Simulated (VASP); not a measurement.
# Mg8HO8 (a cell with a defect) in VASP: relaxation of the atoms with PBE

Aim: the relaxation of the atoms of Mg8HO8 (a cell with a defect) with PBE.

All numbers are computed with VASP 6.6.1; they aren't measurements. Logs are shortened: lines on timing, memory, paths and dates and some standing lists are left out, and cuts for length are marked.

**1. The cell of the first run**

The cell holds a defect, 17 atoms: a = 5.824 Å, b = 5.824 Å, c = 5.824 Å, α = 60.00°, β = 60.00°, γ = 60.00°.

**2. Relaxation of the atoms, PBE, collinear spin**

Contents of INCAR:

```
SYSTEM = Mg8HO8
ALGO = Normal
EDIFF = 1E-6
EDIFFG = -0.03
ENCUT = 520
GGA = PE
IBRION = 2
ISIF = 2
ISMEAR = 0
ISPIN = 2
KPAR = 2
LASPH = .TRUE.
LCHARG = .FALSE.
LORBIT = 11
LREAL = Auto
LWAVE = .FALSE.
MAGMOM = 0 0 0 0 0 0 0 0 0 0 0 0 0 0 0 0 1
NCORE = 2
NELM = 150
NSW = 80
PREC = Accurate
SIGMA = 0.05
```

Contents of KPOINTS:

```
k-points
0
G
  2 2 2
  0 0 0
```

Contents of POSCAR:

```
Mg8HO8
1.0
    0.0000000000      4.1180000000      4.1180000000
    4.1180000000      0.0000000000      4.1180000000
    4.1180000000      4.1180000000      0.0000000000
Mg O H
8 8 1
Direct
    0.0000000000      0.0000000000      0.0000000000
    0.0000000000      0.0000000000      0.5000000000
    0.0000000000      0.5000000000      0.0000000000
    0.0000000000      0.5000000000      0.5000000000
    0.5000000000      0.0000000000      0.0000000000
    0.5000000000      0.0000000000      0.5000000000
    0.5000000000      0.5000000000      0.0000000000
    0.5000000000      0.5000000000      0.5000000000
    0.2500000000      0.2500000000      0.2500000000
    0.2500000000      0.2500000000      0.7500000000
    0.2500000000      0.7500000000      0.2500000000
    0.2500000000      0.7500000000      0.7500000000
    0.7500000000      0.2500000000      0.2500000000
    0.7500000000      0.2500000000      0.7500000000
    0.7500000000      0.7500000000      0.2500000000
    0.7500000000      0.7500000000      0.7500000000
    1.1271301600      0.6263137700      0.6369986700
```

Potentials or basis: VASP PAW PBE potentials, release 64 (Mg, O, H).

On the command line:

```sh
$ cat potpaw_PBE.64/Mg/POTCAR potpaw_PBE.64/O/POTCAR potpaw_PBE.64/H/POTCAR > POTCAR
$ mpirun -np 4 vasp_std > vasp.out
```

OUTCAR:

```text
SYSTEM = Mg8HO8
   EDIFF = 1E-6
   EDIFFG = -0.03
   ENCUT = 520
   GGA = PE
   IBRION = 2
   ISIF = 2
   ISMEAR = 0
   ISPIN = 2
   LASPH = .TRUE.
   LORBIT = 11
   LREAL = Auto
   NELM = 150
   NSW = 80
   PREC = Accurate

 ion  position               nearest neighbor table
   1  0.000  0.000  0.000-  10 2.06  11 2.06  12 2.06  13 2.06  14 2.06  15 2.06   2 2.91   3 2.91
                             5 2.91   2 2.91   4 2.91   6 2.91   3 2.91   4 2.91   7 2.91   5 2.91
   2  0.000  0.000  0.500-  17 1.78  11 2.06  12 2.06  13 2.06  14 2.06  16 2.06   9 2.06   4 2.91
                             6 2.91   1 2.91   1 2.91   3 2.91   5 2.91   3 2.91   4 2.91   8 2.91
   3  0.000  0.500  0.000-  17 1.73  10 2.06  12 2.06  13 2.06  15 2.06  16 2.06   9 2.06   4 2.91
                             7 2.91   1 2.91   2 2.91   4 2.91   8 2.91   1 2.91   2 2.91   5 2.91
   4  0.000  0.500  0.500-  17 1.86  10 2.06  11 2.06  14 2.06  15 2.06  16 2.06   9 2.06   3 2.91
                             8 2.91   2 2.91   1 2.91   3 2.91   7 2.91   1 2.91   2 2.91   6 2.91
   5  0.500  0.000  0.000-   9 2.06  10 2.06  11 2.06  14 2.06  15 2.06  16 2.06   1 2.91   6 2.91
                             7 2.91   2 2.91   6 2.91   8 2.91   3 2.91   7 2.91   8 2.91   1 2.91
   6  0.500  0.000  0.500-   9 2.06  10 2.06  12 2.06  13 2.06  15 2.06  16 2.06   2 2.91   5 2.91
                             8 2.91   1 2.91   5 2.91   7 2.91   4 2.91   7 2.91   8 2.91   1 2.91
   7  0.500  0.500  0.000-   9 2.06  11 2.06  12 2.06  13 2.06  14 2.06  16 2.06   3 2.91   5 2.91
                             8 2.91   4 2.91   6 2.91   8 2.91   1 2.91   5 2.91   6 2.91   1 2.91
   8  0.500  0.500  0.500-  17 1.77  11 2.06  12 2.06  13 2.06  14 2.06  15 2.06  10 2.06   6 2.91
                             7 2.91   4 2.91   3 2.91   5 2.91   7 2.91   2 2.91   5 2.91   6 2.91
   9  0.250  0.250  0.250-   2 2.06   3 2.06   4 2.06   5 2.06   6 2.06   7 2.06
  10  0.250  0.250  0.750-   1 2.06   3 2.06   4 2.06   5 2.06   6 2.06   8 2.06
  11  0.250  0.750  0.250-   1 2.06   2 2.06   4 2.06   5 2.06   7 2.06   8 2.06
  12  0.250  0.750  0.750-   1 2.06   2 2.06   3 2.06   6 2.06   7 2.06   8 2.06
  13  0.750  0.250  0.250-   1 2.06   2 2.06   3 2.06   6 2.06   7 2.06   8 2.06
  14  0.750  0.250  0.750-   1 2.06   2 2.06   4 2.06   5 2.06   7 2.06   8 2.06
  15  0.750  0.750  0.250-   1 2.06   3 2.06   4 2.06   5 2.06   6 2.06   8 2.06
  16  0.750  0.750  0.750-   2 2.06   3 2.06   4 2.06   5 2.06   6 2.06   7 2.06
  17  0.127  0.626  0.637-   3 1.73   8 1.77   2 1.78   4 1.86

  LATTYP: Found a face centered cubic cell.
 ALAT       =     8.2360000000

  Lattice vectors:

 A1 = (   0.0000000000,   4.1180000000,   4.1180000000)
 A2 = (   4.1180000000,   0.0000000000,   4.1180000000)
 A3 = (   4.1180000000,   4.1180000000,   0.0000000000)

Analysis of symmetry for initial positions (statically):
=====================================================================
 Subroutine PRICEL returns:
 Original cell was already a primitive cell.

 Routine SETGRP: Setting up the symmetry group for a
 face centered cubic supercell.

 Subroutine GETGRP returns: Found  1 space group operations
 (whereof  1 operations were pure point group operations)
 out of a pool of 48 trial point group operations.

The static configuration has the point symmetry C_1 .

Analysis of symmetry for dynamics (positions and initial velocities):
=====================================================================
 Subroutine PRICEL returns:
 Original cell was already a primitive cell.

 Routine SETGRP: Setting up the symmetry group for a
 face centered cubic supercell.

 Subroutine GETGRP returns: Found  1 space group operations
 (whereof  1 operations were pure point group operations)
 out of a pool of 48 trial point group operations.

The dynamic configuration has the point symmetry C_1 .

Analysis of structural, dynamic, and magnetic symmetry:
=====================================================================
 Subroutine PRICEL returns:
 Original cell was already a primitive cell.

 Routine SETGRP: Setting up the symmetry group for a
 face centered cubic supercell.

 Subroutine GETGRP returns: Found  1 space group operations
 (whereof  1 operations were pure point group operations)
 out of a pool of 48 trial point group operations.

The overall configuration has the point symmetry C_1 .

 Subroutine INISYM returns: Found  1 space group operations
 (whereof  1 operations are pure point group operations),
 and found     1 'primitive' translations

----------------------------------------------------------------------------------------
[... 98 lines left out ...]
   ISTART =      0    job   : 0-new  1-cont  2-samecut
   ICHARG =      2    charge: 1-file 2-atom 10-const
   ISPIN  =      2    spin polarized calculation?
   LNONCOLLINEAR =      F non collinear calculations
   LSORBIT =      F    spin-orbit coupling
   LASPH  =      T    aspherical Exc in radial PAW
   ENCUT  =  520.0 eV  38.22 Ry    6.18 a.u.  10.83 10.83 10.83*2*pi/ulx,y,z
   NELM   =    150;   NELMIN=  2; NELMDL= -5     # of ELM steps
   EDIFF  = 0.1E-05   stopping-criterion for ELM
   LREAL  =      T    real-space projection
   EDIFFG = -.3E-01   stopping-criterion for IOM
   NSW    =     80    number of steps for IOM
   IBRION =      2    ionic relax: 0-MD 1-quasi-New 2-CG
   NFREE  =      1    steps in history (QN), initial steepest desc. (CG)
   ISIF   =      2    stress and relaxation
   ISYM   =      2    0-nonsym 1-usesym 2-fastsym
   POTIM  = 0.5000    time-step for ionic-motion
   TEBEG  =    0.0;   TEEND  =   0.0 temperature during run
   PSTRESS=    0.0 pullay stress
   NELECT =      65.0000    total number of electrons
   NUPDOWN=      -1.0000    fix difference up-down
   EMIN   =  10.00;   EMAX   =-10.00  energy-range for DOS
   EFERMI =   0.00;   METHOD = LEGACY
   ISMEAR =     0;   SIGMA  =   0.05  broadening in eV -4-tet -1-fermi 0-gaus
   EFERMI_NEDOS =   21; number of points for ismear=-14 and -15
   IALGO  =     38    algorithm
   IMIX   =      4    mixing-type and parameters
     AMIX     =   0.40;   BMIX     =  1.00
     AMIX_MAG =   1.60;   BMIX_MAG =  1.00
  volume/ion in A,a.u.               =       8.22        55.44
  Fermi-wavevector in a.u.,A,eV,Ry     =   1.268673  2.397444 21.898992  1.609531
  Thomas-Fermi vector in A             =   2.401755
   LORBIT       =     11    0 simple, 1 ext, 2 COOP (PROOUT), +10 PAW based schemes
   GGA     = PE    functional components
   LHFCALC =     F    Hartree Fock is set to
   AEXX    =    0.0000 exact exchange contribution
   IVDW    =     0    specifies the selected vdW correction
   LEPSILON=     F    determine dielectric tensor
   LRPA    =     F    only Hartree local field effects (RPA)
 conjugate gradient relaxation of ions
 spin polarized calculation
 Gauss-broadening in eV      SIGMA  =   0.05
  energy-cutoff  :      520.00
  volume of cell :      139.67
 maximum number of plane-waves:      3812
 NGX is ok and might be reduce to    48
   NGX = 21   NGY = 21   NGZ = 21

--------------------------------------- Ionic step        1  -------------------------------------------

 number of electron      64.9999975 magnetization       0.7499079

 Free energy of the ion-electron system (eV)
  ---------------------------------------------------
  ext. energy  EPLUGINS =         0.00000000
  ---------------------------------------------------
  free energy    TOTEN  =       -93.17792021 eV

  energy without entropy =      -93.17311466  energy(sigma->0) =      -93.17551743

------------------------ aborting loop because EDIFF is reached ----------------------------------------

  FORCE on cell =-STRESS in cart. coord.  units (eV):
  Direction    XX          YY          ZZ          XY          YZ          ZX
  --------------------------------------------------------------------------------------
  -------------------------------------------------------------------------------------
  Total       21.4892382     21.4818923     21.5444276      0.0065730     -0.0780902     -0.0835931
  in kB      246.5145628    246.4302936    247.1476702      0.0754020     -0.8958141     -0.9589407
  external PRESSURE =     246.6975089 kB  Pullay stress =       0.0000000 kB
[... 134 lines left out ...]
  FREE ENERGIE OF THE ION-ELECTRON SYSTEM (eV)
  ---------------------------------------------------
  free  energy   TOTEN  =       -93.4691858523 eV

  energy  without entropy=      -93.4643715340  energy(sigma->0) =      -93.46677869

[... ionic steps 4 to 7 ...]

--------------------------------------- Ionic step        8  -------------------------------------------

 number of electron      64.9999989 magnetization       0.7500000

------------------------ aborting loop because EDIFF is reached ----------------------------------------
[... 97 lines left out ...]
--------------------------------------- Ionic step       10  -------------------------------------------

 number of electron      64.9999990 magnetization       0.7500000

 Free energy of the ion-electron system (eV)
  ---------------------------------------------------
  ext. energy  EPLUGINS =         0.00000000
  ---------------------------------------------------
  free energy    TOTEN  =       -93.48002475 eV

  energy without entropy =      -93.47520405  energy(sigma->0) =      -93.47761440

 E-fermi :   7.2168     XC(G=0): -11.4958

 val. band max:        7.2016235641   @ k =   0.5000   0.5000   0.0000
 cond. band min:       7.9292396391   @ k =   0.0000   0.5000   0.0000
 fundamental gap:      0.7276160750
 Fermi energy:         7.2168110883

 spin component 1

 k-point     1 :       0.0000    0.0000    0.0000
  band No.  band energies     occupation
      1     -13.9427      1.00000
      2     -12.4935      1.00000
      3     -12.4260      1.00000
      4     -12.4248      1.00000
      5     -12.4237      1.00000
      6     -12.1356      1.00000
[... 349 lines left out ...]
     41      15.2916      0.00000
     42      15.6060      0.00000
 Fermi energy:         7.2168110883

 spin component 2

 k-point     1 :       0.0000    0.0000    0.0000
  band No.  band energies     occupation
      1     -13.8723      1.00000
      2     -12.4079      1.00000
      3     -12.3926      1.00000
      4     -12.3906      1.00000
      5     -12.3882      1.00000
      6     -12.0321      1.00000
[... 393 lines left out ...]
  FREE ENERGIE OF THE ION-ELECTRON SYSTEM (eV)
  ---------------------------------------------------
  free  energy   TOTEN  =       -93.4800247453 eV

  energy  without entropy=      -93.4752040495  energy(sigma->0) =      -93.47761440

 reached required accuracy - stopping structural energy minimisation

 total charge

# of ion       s       p       d       tot
------------------------------------------
    1        0.163   0.211   0.100   0.474
    2        0.158   0.202   0.096   0.456
    3        0.158   0.202   0.096   0.456
    4        0.158   0.202   0.096   0.456
    5        0.162   0.211   0.100   0.474
    6        0.163   0.211   0.100   0.474
[... 9 lines left out ...]
   16        1.556   3.582   0.000   5.138
   17        0.574   0.021   0.000   0.595
--------------------------------------------------
tot         14.248  30.438   0.784  45.470

 magnetization (x)

# of ion       s       p       d       tot
------------------------------------------
    1        0.000   0.001   0.001   0.002
    2       -0.000   0.001   0.003   0.003
    3       -0.000   0.001   0.003   0.003
    4       -0.000   0.001   0.003   0.003
    5        0.000   0.001   0.001   0.002
    6        0.000   0.001   0.001   0.002
[... 9 lines left out ...]
   16        0.007   0.075   0.000   0.082
   17        0.223   0.001   0.000   0.224
--------------------------------------------------
tot          0.249   0.307   0.014   0.569
```

Wall time 6.2 min (4 MPI ranks of Oxide Virtual Turin-like, shared host); peak memory 0.26 GiB.

What came out:

```yaml
Free_energy: -93.4800 eV
Energy_gained_by_relaxing: 17.8 meV/atom
Ionic_steps: 10
Pressure_after_relaxing: 24.3 GPa
Largest_force_after_relaxing: 0.015 eV/Å
Net_moment: 0.75 μB per cell
Site_moments: Mg +0.00; O -0.00, +0.08 (each value once); H +0.22 μB
Valence_electrons_inside_the_program's_atomic_spheres: Mg 0.47, 0.46 (each value once); O 5.15, 5.14 (each value once); H 0.59
```

Forces in eV/Å, atoms in the order of the input:
```
Mg   0.011  0.007  0.000
Mg  -0.010 -0.010 -0.003
Mg  -0.003 -0.003 -0.008
Mg  -0.004 -0.005  0.004
Mg   0.007  0.007  0.000
Mg   0.000  0.001  0.010
Mg   0.006  0.011  0.000
Mg  -0.009 -0.011 -0.003
O    0.002 -0.004 -0.004
O    0.001  0.001  0.000
O   -0.001  0.000  0.000
O    0.002  0.002  0.002
O    0.006  0.005  0.007
O   -0.004 -0.004  0.002
O   -0.004  0.002 -0.005
O    0.000  0.001  0.000
H    0.000  0.000  0.000
```

Step by step:
```csv
step,energy change (eV),largest force (eV/Å),pressure (GPa)
1,0.0000,1.9215,24.67
2,-0.2878,0.3563,24.41
3,-0.2913,0.2463,24.38
4,-0.2976,0.1626,24.35
5,-0.2976,0.1627,24.35
6,-0.2995,0.1115,24.32
7,-0.2999,0.0874,24.30
8,-0.3012,0.0538,24.30
9,-0.3018,0.0480,24.31
10,-0.3021,0.0146,24.30
```

Final structure:
```
Mg O H
1.0
     0.00000    4.11800    4.11800
     4.11800    0.00000    4.11800
     4.11800    4.11800    0.00000
Mg O H
8 8 1
Cartesian
  0.0038 4.1199 4.1176
  2.0732 6.1704 4.1295
  2.0728 4.1320 6.1677
  4.1113 6.1706 6.1676
  0.0036 2.0628 2.0605
  2.0608 4.1200 2.0607
  2.0607 2.0630 4.1175
  4.1112 4.1324 4.1294
  2.0630 2.0620 2.0593
  4.0770 4.1654 2.0156
  4.0770 2.0181 4.1629
  6.2243 4.1655 4.1630
  2.0628 4.1220 4.1192
  4.1209 6.1802 4.1194
  4.1208 4.1222 6.1773
  6.2242 6.1362 6.1336
  5.1508 3.0919 3.0898
```

Caveat: the k points lie up to 0.66 Å⁻¹ apart; a moment this small can come from the mesh or the smearing.
